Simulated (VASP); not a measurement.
# InP: single point with PBE

The system is InP.

```
In P
1.0
     0.00000    2.76883    2.76883
     2.76883    0.00000    2.76883
     2.76883    2.76883    0.00000
In P
1 1
Cartesian
  0.0000 0.0000 0.0000
  2.7688 2.7688 2.7688
```

| Item | Value |
| --- | --- |
| Program | VASP 6.6.1 |
| Task | single point |
| Functional | PBE |
| Potentials or basis | VASP PAW PBE potentials, release 64 (In_d, P) |
| Cutoff | 520 eV |
| k mesh | 8 × 8 × 8 |
| Occupations | gaussian, width 0.029 eV |
| Spin | no spin polarisation |

```yaml
Pressure: -0.1 GPa
Band_gap_on_the_k_mesh: zero (band 9 reaches 7.35 eV, above the bottom of band 10 at 4.72 eV)
```

Levels at points of the mesh, in eV from the Fermi level:
```csv
k point,band 5,band 6,band 7,band 8,band 9,band 10,band 11,band 12,band 13,band 14
"(0.00, 0.00, 0.00)",-14.34,-12.11,-0.38,-0.38,-0.38,0.42,6.99,6.99,6.99,8.36
"(0.50, 0.00, 0.00)",-14.26,-10.03,-6.75,0.05,0.05,2.38,3.29,3.29,5.08,11.00
"(0.50, 0.50, 0.00)",-14.23,-8.93,-5.05,-2.62,-2.43,-2.43,3.73,9.76,9.76,10.07
```

Run time: 32 s on 1 thread of Intel Xeon 8259CL, on a shared host, peak memory 0.17 GiB.

Caveat: spin-orbit coupling is left out, which moves the levels of the heavy elements.
